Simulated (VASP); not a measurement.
# B (P6_422) in VASP: further runs

B is run at these levels: PBE; tasks: single point, relaxation of cell and atoms.

Program: VASP 6.6.1. These are calculated values, not measurements. Logs are shortened: lines on timing, memory, paths and dates and some standing lists are left out, and cuts for length are marked.

## 1. The cell of the first run

Symmetry: P6_422, No. 181, hexagonal system. The conventional cell has a = 2.714 Å, b = 2.714 Å, c = 2.972 Å, α = 90.00°, β = 90.00°, γ = 120.00°. B (site symmetry 222) has 4 B at 1.68 Å within 2.2 Å.

## 2. Single point, PBE

INCAR

```
ALGO = Normal
EDIFF = 1E-6
ENCUT = 520
GGA = PE
ISIF = 2
ISMEAR = 0
LASPH = True
LCHARG = False
LREAL = False
LWAVE = False
NBANDS = 12
NELM = 100
PREC = Accurate
SIGMA = 0.1
```

KPOINTS

```
k-points
0
Gamma
  6 6 6
```

POSCAR

```
B
1.0
    2.7138144100      0.0000000000      0.0000000000
   -1.3569072000      2.3502322200      0.0000000000
    0.0000000000      0.0000000000      2.9716705000
B
3
Direct
    0.0000000000      0.5000000000      0.3333333300
    0.5000000000      0.5000000000      0.6666666700
    0.5000000000      0.0000000000      0.0000000000
```

Potentials or basis: VASP PAW PBE potentials, release 64 (B).

Command:

```sh
$ cat potpaw_PBE.64/B/POTCAR > POTCAR
$ mpirun -np 1 vasp_std > vasp.out
```

OUTCAR:

```text
EDIFF = 1E-6
   ENCUT = 520
   GGA = PE
   ISIF = 2
   ISMEAR = 0
   LASPH = True
   LREAL = False
   NELM = 100
   PREC = Accurate

 ion  position               nearest neighbor table
   1  0.000  0.500  0.333-   3 1.68   3 1.68   2 1.68   2 1.68
   2  0.500  0.500  0.667-   3 1.68   3 1.68   1 1.68   1 1.68
   3  0.500  0.000  0.000-   2 1.68   2 1.68   1 1.68   1 1.68

  LATTYP: Found a hexagonal cell.
 ALAT       =     2.7138144100
 C/A-ratio  =     1.0950161106

  Lattice vectors:

 A1 = (   2.7138144100,   0.0000000000,   0.0000000000)
 A2 = (  -1.3569072000,   2.3502322200,   0.0000000000)
 A3 = (   0.0000000000,   0.0000000000,   2.9716705000)

Analysis of symmetry for initial positions (statically):
=====================================================================
 Subroutine PRICEL returns:
 Original cell was already a primitive cell.

 Routine SETGRP: Setting up the symmetry group for a
 hexagonal supercell.

 Subroutine GETGRP returns: Found 12 space group operations
 (whereof  4 operations were pure point group operations)
 out of a pool of 24 trial point group operations.

The static configuration has the point symmetry D_2 .
 The point group associated with its full space group is D_6 .

Analysis of symmetry for dynamics (positions and initial velocities):
=====================================================================
 Subroutine PRICEL returns:
 Original cell was already a primitive cell.

 Routine SETGRP: Setting up the symmetry group for a
 hexagonal supercell.

 Subroutine GETGRP returns: Found 12 space group operations
 (whereof  4 operations were pure point group operations)
 out of a pool of 24 trial point group operations.

The dynamic configuration has the point symmetry D_2 .
 The point group associated with its full space group is D_6 .

 Subroutine INISYM returns: Found 12 space group operations
 (whereof  4 operations are pure point group operations),
 and found     1 'primitive' translations

----------------------------------------------------------------------------------------

                                     Primitive cell

  volume of cell :      18.9536

  direct lattice vectors                    reciprocal lattice vectors
     2.713814410  0.000000000  0.000000000     0.368485036  0.212744934  0.000000000
    -1.356907200  2.350232220  0.000000000     0.000000000  0.425489869  0.000000000
     0.000000000  0.000000000  2.971670500     0.000000000  0.000000000  0.336511063

  length of vectors
     2.713814410  2.713814407  2.971670500     0.425489869  0.425489869  0.336511063

  position of ions in fractional coordinates (direct lattice)
     0.000000000  0.500000000  0.333333330
     0.500000000  0.500000000  0.666666670
     0.500000000  0.000000000  0.000000000

  ion indices of the primitive-cell ions
   primitive index   ion index
                 1           1
                 2           2
                 3           3

----------------------------------------------------------------------------------------

 KPOINTS: k-points

Automatic generation of k-mesh.
 Grid dimensions read from file:
 generate k-points for:    6    6    6

 Generating k-lattice:

  Cartesian coordinates                     Fractional coordinates (reciprocal lattice)
     0.061414173  0.035457489  0.000000000     0.166666667  0.000000000  0.000000000
     0.000000000  0.070914978  0.000000000     0.000000000  0.166666667  0.000000000
     0.000000000  0.000000000  0.056085177     0.000000000  0.000000000  0.166666667

  Length of vectors
     0.070914978  0.070914978  0.056085177

  Shift w.r.t. Gamma in fractional coordinates (k-lattice)
     0.000000000  0.000000000  0.000000000

 Subroutine IBZKPT returns following result:
 ===========================================

 Found     28 irreducible k-points:

 Following reciprocal coordinates:
            Coordinates               Weight
  0.000000  0.000000  0.000000      1.000000
  0.166667  0.000000  0.000000      6.000000
  0.333333 -0.000000  0.000000      6.000000
  0.500000  0.000000  0.000000      3.000000
  0.166667  0.166667  0.000000      6.000000
  0.333333  0.166667  0.000000     12.000000
[... 16 lines left out ...]
  0.166667  0.000000  0.500000      6.000000
  0.333333 -0.000000  0.500000      6.000000
 [... further k-points ...]
   k-points           NKPTS =     28   k-points in BZ     NKDIM =     28   number of bands    NBANDS=     12
   number of dos      NEDOS =    301   number of ions     NIONS =      3
   total plane-waves  NPLWV =   9600
   dimension x,y,z NGX =    20 NGY =   20 NGZ =   24
   dimension x,y,z NGXF=    40 NGYF=   40 NGZF=   48
   ions per type =               3
   NGX,Y,Z   is equivalent  to a cutoff of  12.25, 12.25, 13.43 a.u.
   NGXF,Y,Z  is equivalent  to a cutoff of  24.50, 24.50, 26.85 a.u.
 SYSTEM =  unknown system
   PREC   = accura    normal or accurate (medium, high low for compatibility)
   ISTART =      0    job   : 0-new  1-cont  2-samecut
   ICHARG =      2    charge: 1-file 2-atom 10-const
   ISPIN  =      1    spin polarized calculation?
   LNONCOLLINEAR =      F non collinear calculations
   LSORBIT =      F    spin-orbit coupling
   LASPH  =      T    aspherical Exc in radial PAW
   ENCUT  =  520.0 eV  38.22 Ry    6.18 a.u.   5.05  5.05  5.53*2*pi/ulx,y,z
   NELM   =    100;   NELMIN=  2; NELMDL= -5     # of ELM steps
   EDIFF  = 0.1E-05   stopping-criterion for ELM
   LREAL  =      F    real-space projection
   EDIFFG = 0.1E-04   stopping-criterion for IOM
   NSW    =      0    number of steps for IOM
   IBRION =     -1    ionic relax: 0-MD 1-quasi-New 2-CG
   NFREE  =      0    steps in history (QN), initial steepest desc. (CG)
   ISIF   =      2    stress and relaxation
   ISYM   =      2    0-nonsym 1-usesym 2-fastsym
   POTIM  = 0.5000    time-step for ionic-motion
   TEBEG  =    0.0;   TEEND  =   0.0 temperature during run
   PSTRESS=    0.0 pullay stress
   NELECT =       9.0000    total number of electrons
   NUPDOWN=      -1.0000    fix difference up-down
   EMIN   =  10.00;   EMAX   =-10.00  energy-range for DOS
   EFERMI =   0.00;   METHOD = LEGACY
   ISMEAR =     0;   SIGMA  =   0.10  broadening in eV -4-tet -1-fermi 0-gaus
   EFERMI_NEDOS =   21; number of points for ismear=-14 and -15
   IALGO  =     38    algorithm
   IMIX   =      4    mixing-type and parameters
     AMIX     =   0.40;   BMIX     =  1.00
     AMIX_MAG =   1.60;   BMIX_MAG =  1.00
  volume/ion in A,a.u.               =       6.32        42.64
  Fermi-wavevector in a.u.,A,eV,Ry     =   1.277199  2.413556 22.194321  1.631237
  Thomas-Fermi vector in A             =   2.409812
   LORBIT       =      0    0 simple, 1 ext, 2 COOP (PROOUT), +10 PAW based schemes
   GGA     = PE    functional components
   LHFCALC =     F    Hartree Fock is set to
   AEXX    =    0.0000 exact exchange contribution
   IVDW    =     0    specifies the selected vdW correction
   LEPSILON=     F    determine dielectric tensor
   LRPA    =     F    only Hartree local field effects (RPA)
 non-spin polarized calculation
 Gauss-broadening in eV      SIGMA  =   0.10
  energy-cutoff  :      520.00
  volume of cell :       18.95
 maximum number of plane-waves:       527
   NGX = 11   NGY = 11   NGZ = 11

 number of electron       9.0000000 magnetization

 Free energy of the ion-electron system (eV)
  ---------------------------------------------------
  ext. energy  EPLUGINS =         0.00000000
  ---------------------------------------------------
  free energy    TOTEN  =       -16.01752677 eV

  energy without entropy =      -16.01132803  energy(sigma->0) =      -16.01442740

 E-fermi :   7.2935     XC(G=0): -12.4949

 val. band max:        7.2552651717   @ k =   0.5000   0.0000   0.0000
 cond. band min:       7.2985289913   @ k =   0.1667   0.1667   0.3333
 fundamental gap:      0.0432638196
 Fermi energy:         7.2934891016

 k-point     1 :       0.0000    0.0000    0.0000
  band No.  band energies     occupation
      1      -8.7945      2.00000
      2       4.1696      2.00000
      3       4.1696      2.00000
      4       5.8471      2.00000
      5       9.9277      0.00000
      6       9.9277      0.00000
      7      19.0203      0.00000
      8      19.0203      0.00000
      9      20.7582      0.00000
     10      21.4889      0.00000
     11      21.4889      0.00000
     12      21.4920      0.00000

 k-point     2 :       0.1667    0.0000    0.0000
  band No.  band energies     occupation
      1      -8.2009      2.00000
      2       4.2065      2.00000
      3       4.6562      2.00000
      4       4.7013      2.00000
      5       7.8111      0.00000
      6       9.2907      0.00000
      7      17.7063      0.00000
      8      19.6763      0.00000
      9      20.3848      0.00000
     10      21.7809      0.00000
     11      22.3735      0.00000
     12      23.1210      0.00000

 k-point     3 :       0.3333   -0.0000    0.0000
  band No.  band energies     occupation
      1      -6.4307      2.00000
      2       0.4047      2.00000
      3       5.5881      2.00000
      4       5.9975      2.00000
      5       6.0526      2.00000
      6       8.2796      0.00000
      7      14.1032      0.00000
      8      16.9809      0.00000
      9      19.8920      0.00000
     10      22.3310      0.00000
     11      25.3977      0.00000
     12      25.6267      0.00000
[... 286 lines left out ...]
 k-point    23 :       0.1667    0.0000    0.5000
  band No.  band energies     occupation
      1      -4.9011      2.00000
      2      -4.8702      2.00000
      3       7.4024      0.12339
      4       7.4769      0.00950
      5       9.2507      0.00000
      6      10.4744      0.00000
      7      15.1878      0.00000
      8      17.2154      0.00000
      9      17.5144      0.00000
     10      21.4629      0.00000
     11      23.4588      0.00000
     12      25.3991      0.00000

 k-point    24 :       0.3333   -0.0000    0.5000
  band No.  band energies     occupation
      1      -3.2815      2.00000
      2      -3.1130      2.00000
      3       3.6299      2.00000
      4       3.7895      2.00000
      5       7.7050      0.00000
      6       9.0546      0.00000
      7      13.7093      0.00000
      8      16.4636      0.00000
      9      19.8088      0.00000
     10      24.4465      0.00000
     11      25.1026      0.00000
     12      27.3545      0.00000

 [... further k-points ...]

------------------------ aborting loop because EDIFF is reached ----------------------------------------

  FORCE on cell =-STRESS in cart. coord.  units (eV):
  Direction    XX          YY          ZZ          XY          YZ          ZX
  --------------------------------------------------------------------------------------
  -------------------------------------------------------------------------------------
  Total        5.3817889      5.3817889      8.1020073      0.0000000      0.0000000      0.0000000
  in kB      454.9311415    454.9311415    684.8755139      0.0000010      0.0000000      0.0000000
  external PRESSURE =     531.5792656 kB  Pullay stress =       0.0000000 kB

 VOLUME and BASIS-vectors are now :
 -----------------------------------------------------------------------------
  energy-cutoff  :      520.00
  volume of cell :       18.95
      direct lattice vectors                 reciprocal lattice vectors
     2.713814410  0.000000000  0.000000000     0.368485036  0.212744934  0.000000000
    -1.356907200  2.350232220  0.000000000     0.000000000  0.425489869  0.000000000
     0.000000000  0.000000000  2.971670500     0.000000000  0.000000000  0.336511063

 POSITION                                       TOTAL-FORCE (eV/Angst)
 -----------------------------------------------------------------------------------
     -0.67845      1.17512      0.99056        -0.000000     -0.000000      0.000000
      0.67845      1.17512      1.98111         0.000000     -0.000000     -0.000000
      1.35691      0.00000      0.00000         0.000000      0.000000      0.000000
 -----------------------------------------------------------------------------------
    total drift:                                0.000000     -0.000000     -0.000001

  FREE ENERGIE OF THE ION-ELECTRON SYSTEM (eV)
  ---------------------------------------------------
  free  energy   TOTEN  =       -16.0175267695 eV

  energy  without entropy=      -16.0113280322  energy(sigma->0) =      -16.01442740
```

Wall time 2.5 s (1 thread of Intel Xeon 6975P-C (Granite Rapids), shared host); peak memory 0.12 GiB.

Results:

```
Free energy : -16.0175 eV
Pressure    : 53.2 GPa
```

Levels at points of the mesh, in eV from the Fermi level:
```csv
k point,band 1,band 2,band 3,band 4,band 5,band 6,band 7,band 8,band 9,band 10
"(0.00, 0.00, 0.00)",-16.09,-3.12,-3.12,-1.45,2.63,2.63,11.73,11.73,13.46,14.20
"(0.50, 0.00, 0.00)",-11.14,-10.43,-1.77,-1.06,-0.04,0.41,4.83,8.19,12.11,14.96
"(0.00, 0.00, 0.50)",-12.75,-12.75,1.81,1.81,3.09,4.57,8.81,8.81,12.35,12.35
"(0.50, 0.00, 0.50)",-8.83,-7.85,-7.15,-6.12,-0.15,1.27,5.89,8.88,14.74,16.92
```

Caveat: the k points lie up to 0.45 Å⁻¹ apart.

(Continued in part 2 of 2.)
